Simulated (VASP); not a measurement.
# Ag (I4/mmm) in VASP: a series of runs

The runs below take Ag through single point, with PBE.

Everything below comes from runs of VASP 6.6.1. Logs are shortened: lines on timing, memory, paths and dates and some standing lists are left out, and cuts for length are marked.

## 1. The cell of the first run

It takes space group I4/mmm (No. 139, tetragonal). The conventional cell has a = 2.846 Å, b = 2.846 Å, c = 3.964 Å, α = 90.00°, β = 90.00°, γ = 90.00°. Within 3.7 Å of Ag (site symmetry 4/mmm) lie 12 Ag at 2.82 to 2.85 Å.

## 2. Single point, PBE (strain -0.015 along x and y, -0.030 along z)

INCAR reads:

```
ALGO = Fast
EDIFF = 1E-7
ENCUT = 520
GGA = PE
ISIF = 2
ISMEAR = 0
LASPH = T
LCHARG = F
LREAL = F
LWAVE = F
NBANDS = 12
NELM = 60
PREC = Accurate
SIGMA = 0.15
```

KPOINTS reads:

```
k-points
0
Gamma
  10 10 10
```

POSCAR reads:

```
Ag
1.0
    0.0000000000      2.0124535000      1.9818070000
    2.0124535000      0.0000000000      1.9818070000
    2.0124535000      2.0124535000      0.0000000000
Ag
1
Direct
    0.0000000000      0.0000000000      0.0000000000
```

Potentials or basis: VASP PAW PBE potentials, release 64 (Ag).

Started as:

```bash
$ cat potpaw_PBE.64/Ag/POTCAR > POTCAR
$ mpirun -np 1 vasp_std > vasp.out
```

OUTCAR:

```text
EDIFF = 1E-7
   ENCUT = 520
   GGA = PE
   ISIF = 2
   ISMEAR = 0
   LASPH = T
   LREAL = F
   NELM = 60
   PREC = Accurate

 ion  position               nearest neighbor table
   1  0.000  0.000  0.000-

  LATTYP: Found a body centered tetragonal cell.
 ALAT       =     2.8460390333
 C/A-ratio  =     1.3926773152

  Lattice vectors:

 A1 = (   0.0000000000,  -2.0124535000,  -1.9818070000)
 A2 = (   0.0000000000,   2.0124535000,  -1.9818070000)
 A3 = (   2.0124535000,   0.0000000000,   1.9818070000)

Analysis of symmetry for initial positions (statically):
=====================================================================
 Subroutine PRICEL returns:
 Original cell was already a primitive cell.

 Routine SETGRP: Setting up the symmetry group for a
 body centered tetragonal supercell.

 Subroutine GETGRP returns: Found 16 space group operations
 (whereof 16 operations were pure point group operations)
 out of a pool of 16 trial point group operations.

The static configuration has the point symmetry D_4h.

Analysis of symmetry for dynamics (positions and initial velocities):
=====================================================================
 Subroutine PRICEL returns:
 Original cell was already a primitive cell.

 Routine SETGRP: Setting up the symmetry group for a
 body centered tetragonal supercell.

 Subroutine GETGRP returns: Found 16 space group operations
 (whereof 16 operations were pure point group operations)
 out of a pool of 16 trial point group operations.

The dynamic configuration has the point symmetry D_4h.

 Subroutine INISYM returns: Found 16 space group operations
 (whereof 16 operations are pure point group operations),
 and found     1 'primitive' translations

----------------------------------------------------------------------------------------

                                     Primitive cell

  volume of cell :      16.0525

  direct lattice vectors                    reciprocal lattice vectors
     0.000000000  2.012453500  1.981807000    -0.248452946  0.248452946  0.252295001
     2.012453500  0.000000000  1.981807000     0.248452946 -0.248452946  0.252295001
     2.012453500  2.012453500  0.000000000     0.248452946  0.248452946 -0.252295001

  length of vectors
     2.824451818  2.824451818  2.846039033     0.432562712  0.432562712  0.432562712

  position of ions in fractional coordinates (direct lattice)
     0.000000000  0.000000000  0.000000000

  ion indices of the primitive-cell ions
   primitive index   ion index
                 1           1

[... 84 lines left out ...]
   EMIN   =  10.00;   EMAX   =-10.00  energy-range for DOS
   EFERMI =   0.00;   METHOD = LEGACY
   ISMEAR =     0;   SIGMA  =   0.15  broadening in eV -4-tet -1-fermi 0-gaus
   EFERMI_NEDOS =   21; number of points for ismear=-14 and -15
   IALGO  =     68    algorithm
   IMIX   =      4    mixing-type and parameters
     AMIX     =   0.40;   BMIX     =  1.00
     AMIX_MAG =   1.60;   BMIX_MAG =  1.00
  volume/ion in A,a.u.               =      16.05       108.33
  Fermi-wavevector in a.u.,A,eV,Ry     =   1.443305  2.727450 28.342685  2.083129
  Thomas-Fermi vector in A             =   2.561727
   LORBIT       =      0    0 simple, 1 ext, 2 COOP (PROOUT), +10 PAW based schemes
   GGA     = PE    functional components
   LHFCALC =     F    Hartree Fock is set to
   AEXX    =    0.0000 exact exchange contribution
   IVDW    =     0    specifies the selected vdW correction
   LEPSILON=     F    determine dielectric tensor
   LRPA    =     F    only Hartree local field effects (RPA)
 non-spin polarized calculation
 RMM-DIIS sequential band-by-band and
 Gauss-broadening in eV      SIGMA  =   0.15
  energy-cutoff  :      520.00
  volume of cell :       16.05
 maximum number of plane-waves:       444
 NGX is ok and might be reduce to    24
   NGX = 11   NGY = 11   NGZ = 11

 number of electron      11.0000002 magnetization

 Free energy of the ion-electron system (eV)
  ---------------------------------------------------
  ext. energy  EPLUGINS =         0.00000000
  ---------------------------------------------------
  free energy    TOTEN  =        -2.63942369 eV

  energy without entropy =       -2.63564102  energy(sigma->0) =       -2.63753235

 E-fermi :   9.2467     XC(G=0): -12.5735

 val. band max:        9.0955140760   @ k =   0.5000   0.2000   0.1000
 cond. band min:       9.3336476469   @ k =  -0.2000   0.3000   0.2000
 fundamental gap:      0.2381335709
 Fermi energy:         9.2467413266

 k-point     1 :       0.0000    0.0000    0.0000
  band No.  band energies     occupation
      1       1.0752      2.00000
      2       4.2309      2.00000
      3       4.2309      2.00000
      4       4.3349      2.00000
      5       5.3604      2.00000
      6       5.4700      2.00000
      7      25.4438      0.00000
      8      29.2947      0.00000
      9      29.2947      0.00000
     10      29.5449      0.00000
     11      34.3395      0.00000
     12      35.7734      0.00000
[... 331 lines left out ...]
 k-point    24 :       0.4000    0.3000    0.0000
  band No.  band energies     occupation
      1       2.9062      2.00000
      2       3.0554      2.00000
      3       5.4858      2.00000
      4       5.6333      2.00000
      5       6.2478      2.00000
      6       8.1136      2.00000
      7      20.1317      0.00000
      8      21.7783      0.00000
      9      22.1390      0.00000
     10      26.8047      0.00000
     11      28.9824      0.00000
     12      38.4500      0.00000

 [... further k-points ...]

------------------------ aborting loop because EDIFF is reached ----------------------------------------

  FORCE on cell =-STRESS in cart. coord.  units (eV):
  Direction    XX          YY          ZZ          XY          YZ          ZX
  --------------------------------------------------------------------------------------
  -------------------------------------------------------------------------------------
  Total        1.2953770      1.2953770      1.3679867      0.0000000      0.0000000      0.0000000
  in kB      129.2896368    129.2896368    136.5366983      0.0000000      0.0000000      0.0000000
  external PRESSURE =     131.7053240 kB  Pullay stress =       0.0000000 kB

 VOLUME and BASIS-vectors are now :
 -----------------------------------------------------------------------------
  energy-cutoff  :      520.00
  volume of cell :       16.05
      direct lattice vectors                 reciprocal lattice vectors
     0.000000000  2.012453500  1.981807000    -0.248452946  0.248452946  0.252295001
     2.012453500  0.000000000  1.981807000     0.248452946 -0.248452946  0.252295001
     2.012453500  2.012453500  0.000000000     0.248452946  0.248452946 -0.252295001

 POSITION                                       TOTAL-FORCE (eV/Angst)
 -----------------------------------------------------------------------------------
      0.00000      0.00000      0.00000         0.000000     -0.000000     -0.000000
 -----------------------------------------------------------------------------------
    total drift:                               -0.000000      0.000000     -0.000000

  FREE ENERGIE OF THE ION-ELECTRON SYSTEM (eV)
  ---------------------------------------------------
  free  energy   TOTEN  =        -2.6394236893 eV

  energy  without entropy=       -2.6356410203  energy(sigma->0) =       -2.63753235
```

OSZICAR:

```text
N       E                     dE             d eps       ncg     rms          rms(c)
DAV:   1     0.542887313920E+02    0.54289E+02   -0.56016E+03  2448   0.838E+02
DAV:   2    -0.203524483050E+01   -0.56324E+02   -0.52899E+02  2892   0.199E+02
DAV:   3    -0.290869648759E+01   -0.87345E+00   -0.87240E+00  2836   0.259E+01
DAV:   4    -0.291145542990E+01   -0.27589E-02   -0.27588E-02  2900   0.154E+00
DAV:   5    -0.291147638749E+01   -0.20958E-04   -0.20957E-04  2828   0.119E-01    0.622E+00
RMM:   6    -0.265377855764E+01    0.25770E+00   -0.35772E-01  2494   0.547E+00    0.388E+00
RMM:   7    -0.264293397524E+01    0.10845E-01   -0.10787E-02  2756   0.117E+00    0.215E+00
RMM:   8    -0.263942913051E+01    0.35048E-02   -0.91625E-04  2798   0.290E-01    0.186E-01
RMM:   9    -0.263942122885E+01    0.79017E-05   -0.11731E-04  2996   0.975E-02    0.700E-02
RMM:  10    -0.263942239715E+01   -0.11683E-05   -0.21185E-05  2967   0.367E-02    0.277E-02
RMM:  11    -0.263942372315E+01   -0.13260E-05   -0.58759E-06  2835   0.145E-02    0.750E-03
RMM:  12    -0.263942368931E+01    0.33835E-07   -0.55873E-07  2614   0.585E-03
   1 F= -.26394237E+01 E0= -.26375324E+01  d E =-.378267E-02
```

Run time: 28 s. Hardware: 1 thread of Intel Xeon 8259CL, shared host; peak memory 0.15 GiB.

Results:

```
Free energy : -2.6394 eV
Pressure    : 13.2 GPa
```

Stress tensor (GPa, compression positive):
```
12.93  0.00  0.00
 0.00 12.93  0.00
 0.00  0.00 13.65
```

Caveat: the cell differs from its parent crystal (strain -0.015 along x and y, -0.030 along z).

[end of part 1 of 4]
